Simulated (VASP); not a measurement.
# Sn: single point with PBEsol

Crystal: Sn.

```
Sn
1.0
     0.00000    3.24560    3.00218
     3.24560    0.00000    3.00218
     3.24560    3.24560    0.00000
Sn
2
Direct
  0.50000 0.50000 0.50000
  0.75000 0.75000 0.75000
```

This cell differs from its parent crystal: strain -0.0750 x Voigt [0, 0, 1, 0, 0, 0].

```yaml
Program: VASP 6.6.1
Task: single point
Functional: PBEsol
Potentials_or_basis: VASP PAW PBE potentials, release 64 (Sn_d)
Cutoff: 520 eV
k_mesh: 12 × 12 × 12
Occupations: gaussian, width 0.15 eV
Spin: no spin polarisation
```

| Quantity | Value |
| --- | --- |
| Pressure | 5.1 GPa |
| Band gap on the k mesh | zero (bands 14 and 15 overlap by 0.07 eV) |

Stress tensor (GPa, compression positive):
```
4.52 0.00 0.00
0.00 4.52 0.00
0.00 0.00 6.40
```

Levels at points of the mesh, in eV from the Fermi level:
```csv
k point,band 12,band 13,band 14,band 15,band 16,band 17
"(0.00, 0.00, 0.00)",-0.24,-0.14,-0.14,0.36,1.91,2.23
"(0.50, 0.00, 0.00)",-6.70,-1.58,-1.02,-0.05,2.98,3.48
"(0.50, 0.50, 0.00)",-7.65,-3.08,-3.08,0.27,0.27,8.17
"(0.50, 0.00, 0.50)",-7.97,-2.62,-2.62,0.79,0.79,7.83
```

Run time: 6.5 min on 1 thread of Intel Xeon 8259CL, on a shared host, peak memory 0.33 GiB.

Caveat: the cell differs from its parent crystal (strain -0.0750 x Voigt [0, 0, 1, 0, 0, 0]); the cell stands under pressure; the PAW data sets were made with another functional, which shifts forces and pressure a little; spin-orbit coupling is left out, which moves the levels of the heavy elements.
